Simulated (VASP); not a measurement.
# K2Os (P6/mmm) in VASP: notebook

Runs on K2Os. Level: PBE. Tasks: single point, relaxation of cell and atoms.

All numbers are computed with VASP 6.6.1; they aren't measurements. Logs are shortened: lines on timing, memory, paths and dates and some standing lists are left out, and cuts for length are marked.

## 1. The cell of the first run

The structure is hexagonal, space group P6/mmm (No. 191). Conventional cell: a = 5.418 Å, b = 5.418 Å, c = 3.444 Å, α = 90.00°, β = 90.00°, γ = 120.00°. K (site symmetry -6m2) has 5 K at 3.13 to 3.44 Å and 6 Os at 3.57 Å within 4.1 Å. Os (site symmetry 6/mmm) has 2 Os at 3.44 Å and 12 K at 3.57 Å within 4.5 Å.

## 2. Single point, PBE

The input, INCAR:

```
ALGO = Normal
EDIFF = 1E-7
ENCUT = 520
GGA = PE
ISIF = 2
ISMEAR = 0
LASPH = True
LCHARG = False
LREAL = False
LWAVE = False
NBANDS = 20
NELM = 100
PREC = Accurate
SIGMA = 0.1
```

The input, KPOINTS:

```
k-points
0
Gamma
  6 6 6
```

The input, POSCAR:

```
K2Os
1.0
    5.4181315754      0.0000000000      0.0000000000
   -2.7090657877      4.6922395855      0.0000000000
    0.0000000000      0.0000000000      3.4442550436
K Os
2 1
Direct
    0.3333333333      0.6666666667      0.5000000000
    0.6666666667      0.3333333333      0.5000000000
    0.0000000000      0.0000000000      0.0000000000
```

Potentials or basis: VASP PAW PBE potentials, release 64 (K_sv, Os).

Command:

```
$ cat potpaw_PBE.64/K_sv/POTCAR potpaw_PBE.64/Os/POTCAR > POTCAR
$ mpirun -np 1 vasp_std > vasp.out
```

OUTCAR:

```text
EDIFF = 1E-7
   ENCUT = 520
   GGA = PE
   ISIF = 2
   ISMEAR = 0
   LASPH = True
   LREAL = False
   NELM = 100
   PREC = Accurate

 ion  position               nearest neighbor table
   1  0.333  0.667  0.500-   2 3.13   2 3.13   2 3.13   3 3.57   3 3.57   3 3.57   3 3.57   3 3.57
                             3 3.57
   2  0.667  0.333  0.500-   1 3.13   1 3.13   1 3.13   3 3.57   3 3.57   3 3.57   3 3.57   3 3.57
                             3 3.57
   3  0.000  0.000  0.000-   1 3.57   2 3.57   1 3.57   2 3.57   2 3.57   2 3.57   1 3.57   1 3.57
                             2 3.57   2 3.57   1 3.57   1 3.57

  LATTYP: Found a hexagonal cell.
 ALAT       =     5.4181315754
 C/A-ratio  =     0.6356905505

  Lattice vectors:

 A1 = (   5.4181315754,   0.0000000000,   0.0000000000)
 A2 = (  -2.7090657877,   4.6922395855,   0.0000000000)
 A3 = (   0.0000000000,   0.0000000000,   3.4442550436)

Analysis of symmetry for initial positions (statically):
=====================================================================
 Subroutine PRICEL returns:
 Original cell was already a primitive cell.

 Routine SETGRP: Setting up the symmetry group for a
 hexagonal supercell.

 Subroutine GETGRP returns: Found 24 space group operations
 (whereof 24 operations were pure point group operations)
 out of a pool of 24 trial point group operations.

The static configuration has the point symmetry D_6h.

Analysis of symmetry for dynamics (positions and initial velocities):
=====================================================================
 Subroutine PRICEL returns:
 Original cell was already a primitive cell.

 Routine SETGRP: Setting up the symmetry group for a
 hexagonal supercell.

 Subroutine GETGRP returns: Found 24 space group operations
 (whereof 24 operations were pure point group operations)
 out of a pool of 24 trial point group operations.

The dynamic configuration has the point symmetry D_6h.

 Subroutine INISYM returns: Found 24 space group operations
 (whereof 24 operations are pure point group operations),
 and found     1 'primitive' translations

----------------------------------------------------------------------------------------

                                     Primitive cell

  volume of cell :      87.5639

  direct lattice vectors                    reciprocal lattice vectors
     5.418131575  0.000000000  0.000000000     0.184565470  0.106558924  0.000000000
    -2.709065788  4.692239586  0.000000000     0.000000000  0.213117847  0.000000000
     0.000000000  0.000000000  3.444255044     0.000000000  0.000000000  0.290338546

  length of vectors
     5.418131575  5.418131576  3.444255044     0.213117847  0.213117847  0.290338546

  position of ions in fractional coordinates (direct lattice)
     0.333333333  0.666666667  0.500000000
     0.666666667  0.333333333  0.500000000
     0.000000000  0.000000000  0.000000000

  ion indices of the primitive-cell ions
   primitive index   ion index
                 1           1
                 2           2
                 3           3

----------------------------------------------------------------------------------------

 KPOINTS: k-points

Automatic generation of k-mesh.
 Grid dimensions read from file:
 generate k-points for:    6    6    6

 Generating k-lattice:

  Cartesian coordinates                     Fractional coordinates (reciprocal lattice)
     0.030760912  0.017759821  0.000000000     0.166666667  0.000000000  0.000000000
     0.000000000  0.035519641  0.000000000     0.000000000  0.166666667  0.000000000
     0.000000000  0.000000000  0.048389758     0.000000000  0.000000000  0.166666667

  Length of vectors
     0.035519641  0.035519641  0.048389758

  Shift w.r.t. Gamma in fractional coordinates (k-lattice)
     0.000000000  0.000000000  0.000000000

 Subroutine IBZKPT returns following result:
 ===========================================

 Found     28 irreducible k-points:

 Following reciprocal coordinates:
            Coordinates               Weight
  0.000000  0.000000  0.000000      1.000000
  0.166667  0.000000  0.000000      6.000000
  0.333333  0.000000  0.000000      6.000000
  0.500000  0.000000  0.000000      3.000000
  0.166667  0.166667  0.000000      6.000000
  0.333333  0.166667  0.000000     12.000000
[... 16 lines left out ...]
  0.166667  0.000000  0.500000      6.000000
  0.333333  0.000000  0.500000      6.000000
 [... further k-points ...]
   k-points           NKPTS =     28   k-points in BZ     NKDIM =     28   number of bands    NBANDS=     20
   number of dos      NEDOS =    301   number of ions     NIONS =      3
   total plane-waves  NPLWV =  44800
   dimension x,y,z NGX =    40 NGY =   40 NGZ =   28
   dimension x,y,z NGXF=    80 NGYF=   80 NGZF=   56
   ions per type =               2   1
   NGX,Y,Z   is equivalent  to a cutoff of  12.27, 12.27, 13.51 a.u.
   NGXF,Y,Z  is equivalent  to a cutoff of  24.55, 24.55, 27.03 a.u.
 SYSTEM =  unknown system
   PREC   = accura    normal or accurate (medium, high low for compatibility)
   ISTART =      0    job   : 0-new  1-cont  2-samecut
   ICHARG =      2    charge: 1-file 2-atom 10-const
   ISPIN  =      1    spin polarized calculation?
   LNONCOLLINEAR =      F non collinear calculations
   LSORBIT =      F    spin-orbit coupling
   LASPH  =      T    aspherical Exc in radial PAW
   ENCUT  =  520.0 eV  38.22 Ry    6.18 a.u.  10.07 10.07  6.40*2*pi/ulx,y,z
   NELM   =    100;   NELMIN=  2; NELMDL= -5     # of ELM steps
   EDIFF  = 0.1E-06   stopping-criterion for ELM
   LREAL  =      F    real-space projection
   EDIFFG = 0.1E-05   stopping-criterion for IOM
   NSW    =      0    number of steps for IOM
   IBRION =     -1    ionic relax: 0-MD 1-quasi-New 2-CG
   NFREE  =      0    steps in history (QN), initial steepest desc. (CG)
   ISIF   =      2    stress and relaxation
   ISYM   =      2    0-nonsym 1-usesym 2-fastsym
   POTIM  = 0.5000    time-step for ionic-motion
   TEBEG  =    0.0;   TEEND  =   0.0 temperature during run
   PSTRESS=    0.0 pullay stress
   NELECT =      26.0000    total number of electrons
   NUPDOWN=      -1.0000    fix difference up-down
   EMIN   =  10.00;   EMAX   =-10.00  energy-range for DOS
   EFERMI =   0.00;   METHOD = LEGACY
   ISMEAR =     0;   SIGMA  =   0.10  broadening in eV -4-tet -1-fermi 0-gaus
   EFERMI_NEDOS =   21; number of points for ismear=-14 and -15
   IALGO  =     38    algorithm
   IMIX   =      4    mixing-type and parameters
     AMIX     =   0.40;   BMIX     =  1.00
     AMIX_MAG =   1.60;   BMIX_MAG =  1.00
  volume/ion in A,a.u.               =      29.19       196.97
  Fermi-wavevector in a.u.,A,eV,Ry     =   1.092172  2.063905 16.229562  1.192839
  Thomas-Fermi vector in A             =   2.228432
   LORBIT       =      0    0 simple, 1 ext, 2 COOP (PROOUT), +10 PAW based schemes
   GGA     = PE    functional components
   LHFCALC =     F    Hartree Fock is set to
   AEXX    =    0.0000 exact exchange contribution
   IVDW    =     0    specifies the selected vdW correction
   LEPSILON=     F    determine dielectric tensor
   LRPA    =     F    only Hartree local field effects (RPA)
 non-spin polarized calculation
 Gauss-broadening in eV      SIGMA  =   0.10
  energy-cutoff  :      520.00
  volume of cell :       87.56
 maximum number of plane-waves:      2379
   NGX = 21   NGY = 21   NGZ = 13

 number of electron      26.0000003 magnetization

 Free energy of the ion-electron system (eV)
  ---------------------------------------------------
  ext. energy  EPLUGINS =         0.00000000
  ---------------------------------------------------
  free energy    TOTEN  =        -8.29919802 eV

  energy without entropy =       -8.23357001  energy(sigma->0) =       -8.26638401

 E-fermi :   1.5992     XC(G=0):  -8.8741

 val. band max:        1.5974140388   @ k =   0.3333   0.3333   0.1667
 cond. band min:       1.6048141020   @ k =   0.3333   0.1667   0.1667
 fundamental gap:      0.0074000632
 Fermi energy:         1.5992216289

 k-point     1 :       0.0000    0.0000    0.0000
  band No.  band energies     occupation
      1     -29.2901      2.00000
      2     -29.0528      2.00000
      3     -13.0953      2.00000
      4     -13.0953      2.00000
      5     -12.5033      2.00000
      6     -12.3500      2.00000
[... 12 lines left out ...]
     19       7.2509      0.00000
     20       7.2509      0.00000

 k-point     2 :       0.1667    0.0000    0.0000
  band No.  band energies     occupation
      1     -29.2763      2.00000
      2     -29.0671      2.00000
      3     -13.1171      2.00000
      4     -13.0640      2.00000
      5     -12.4920      2.00000
      6     -12.3895      2.00000
[... 12 lines left out ...]
     19       7.0068      0.00000
     20       7.3246      0.00000

 k-point     3 :       0.3333    0.0000    0.0000
  band No.  band energies     occupation
      1     -29.2407      2.00000
      2     -29.1039      2.00000
      3     -13.1571      2.00000
      4     -12.9962      2.00000
      5     -12.4719      2.00000
      6     -12.4628      2.00000
[... 12 lines left out ...]
     19       6.5773      0.00000
     20       7.2649      0.00000

 k-point     4 :       0.5000    0.0000    0.0000
  band No.  band energies     occupation
      1     -29.2119      2.00000
      2     -29.1332      2.00000
      3     -13.1756      2.00000
      4     -12.9580      2.00000
      5     -12.5164      2.00000
      6     -12.4393      2.00000
[... 12 lines left out ...]
     19       6.4102      0.00000
     20       7.0793      0.00000

 k-point     5 :       0.1667    0.1667    0.0000
  band No.  band energies     occupation
      1     -29.2511      2.00000
      2     -29.0931      2.00000
      3     -13.1604      2.00000
      4     -12.9954      2.00000
      5     -12.4714      2.00000
      6     -12.4650      2.00000
[... 12 lines left out ...]
     19       6.6649      0.00000
     20       7.3473      0.00000

 k-point     6 :       0.3333    0.1667    0.0000
  band No.  band energies     occupation
      1     -29.2120      2.00000
      2     -29.1331      2.00000
      3     -13.2048      2.00000
      4     -12.8976      2.00000
      5     -12.5668      2.00000
      6     -12.4391      2.00000
[... 12 lines left out ...]
     19       6.4415      0.00000
     20       7.2109      0.00000

 k-point     7 :       0.3333    0.3333    0.0000
  band No.  band energies     occupation
      1     -29.1727      2.00000
      2     -29.1727      2.00000
      3     -13.2364      2.00000
      4     -12.7301      2.00000
      5     -12.7301      2.00000
      6     -12.4062      2.00000
[... 12 lines left out ...]
     19       6.6548      0.00000
     20       7.6700      0.00000
[... 277 lines left out ...]
 k-point    20 :       0.3333    0.1667    0.3333
  band No.  band energies     occupation
      1     -29.1661      2.00000
      2     -29.0892      2.00000
      3     -13.1204      2.00000
      4     -12.8960      2.00000
      5     -12.8370      2.00000
      6     -12.7904      2.00000
[... 12 lines left out ...]
     19       7.1594      0.00000
     20       7.7708      0.00000

 k-point    21 :       0.3333    0.3333    0.3333
  band No.  band energies     occupation
      1     -29.1278      2.00000
      2     -29.1278      2.00000
      3     -13.1451      2.00000
      4     -12.8487      2.00000
      5     -12.8487      2.00000
      6     -12.6680      2.00000
[... 12 lines left out ...]
     19       7.1709      0.00000
     20       7.8747      0.00000

 k-point    22 :       0.0000    0.0000    0.5000
  band No.  band energies     occupation
      1     -29.2256      2.00000
      2     -28.9969      2.00000
      3     -13.1510      2.00000
      4     -12.9943      2.00000
      5     -12.9943      2.00000
      6     -12.8243      2.00000
[... 12 lines left out ...]
     19       6.2397      0.00000
     20       8.5113      0.00000

 k-point    23 :       0.1667    0.0000    0.5000
  band No.  band energies     occupation
      1     -29.2124      2.00000
      2     -29.0107      2.00000
      3     -13.1304      2.00000
      4     -13.0164      2.00000
      5     -12.9653      2.00000
      6     -12.8439      2.00000
[... 12 lines left out ...]
     19       7.3316      0.00000
     20       7.5220      0.00000

 k-point    24 :       0.3333    0.0000    0.5000
  band No.  band energies     occupation
      1     -29.1782      2.00000
      2     -29.0462      2.00000
      3     -13.0783      2.00000
      4     -13.0567      2.00000
      5     -12.8946      2.00000
      6     -12.8940      2.00000
[... 12 lines left out ...]
     19       7.6944      0.00000
     20       7.7819      0.00000

 [... further k-points ...]

------------------------ aborting loop because EDIFF is reached ----------------------------------------

  FORCE on cell =-STRESS in cart. coord.  units (eV):
  Direction    XX          YY          ZZ          XY          YZ          ZX
  --------------------------------------------------------------------------------------
  -------------------------------------------------------------------------------------
  Total        0.9944316      0.9944316     -4.8393871      0.0000000      0.0000000      0.0000000
  in kB       18.1953525     18.1953525    -88.5474200      0.0000000      0.0000000      0.0000000
  external PRESSURE =     -17.3855716 kB  Pullay stress =       0.0000000 kB

 VOLUME and BASIS-vectors are now :
 -----------------------------------------------------------------------------
  energy-cutoff  :      520.00
  volume of cell :       87.56
      direct lattice vectors                 reciprocal lattice vectors
     5.418131575  0.000000000  0.000000000     0.184565470  0.106558924  0.000000000
    -2.709065788  4.692239586  0.000000000     0.000000000  0.213117847  0.000000000
     0.000000000  0.000000000  3.444255044     0.000000000  0.000000000  0.290338546

 POSITION                                       TOTAL-FORCE (eV/Angst)
 -----------------------------------------------------------------------------------
     -0.00000      3.12816      1.72213         0.000000      0.000000      0.000000
      2.70907      1.56408      1.72213        -0.000000      0.000000     -0.000000
      0.00000      0.00000      0.00000        -0.000000      0.000000      0.000000
 -----------------------------------------------------------------------------------
    total drift:                                0.000000      0.000000      0.000000

  FREE ENERGIE OF THE ION-ELECTRON SYSTEM (eV)
  ---------------------------------------------------
  free  energy   TOTEN  =        -8.2991980154 eV

  energy  without entropy=       -8.2335700080  energy(sigma->0) =       -8.26638401
```

Run time: 35 s. Hardware: 1 thread of Intel Xeon Platinum 8488C (Sapphire Rapids), shared host; peak memory 0.23 GiB.

Results:

- Free energy: -8.2992 eV
- Pressure: -1.7 GPa
- Band gap on the k mesh: zero (bands 13 and 14 overlap by 0.57 eV)

Levels at points of the mesh, in eV from the Fermi level:
| k point | band 10 | band 11 | band 12 | band 13 | band 14 | band 15 | band 16 | band 17 |
| --- | --- | --- | --- | --- | --- | --- | --- | --- |
| (0.00, 0.00, 0.00) | -1.21 | -0.24 | -0.24 | 0.43 | 0.43 | 2.32 | 2.32 | 4.11 |
| (0.50, 0.00, 0.00) | -0.89 | -0.44 | -0.12 | -0.11 | 0.40 | 0.44 | 2.62 | 4.08 |
| (0.00, 0.00, 0.50) | -0.88 | -0.88 | -0.42 | -0.42 | 0.59 | 2.08 | 4.21 | 4.21 |
| (0.50, 0.00, 0.50) | -1.00 | -0.78 | 0.02 | 0.05 | 1.62 | 2.01 | 2.02 | 2.28 |

Caveat: the stress differs along the axes, from -9 to 2 GPa; spin-orbit coupling is left out, which moves the levels of the heavy elements.

[end of part 1 of 3]
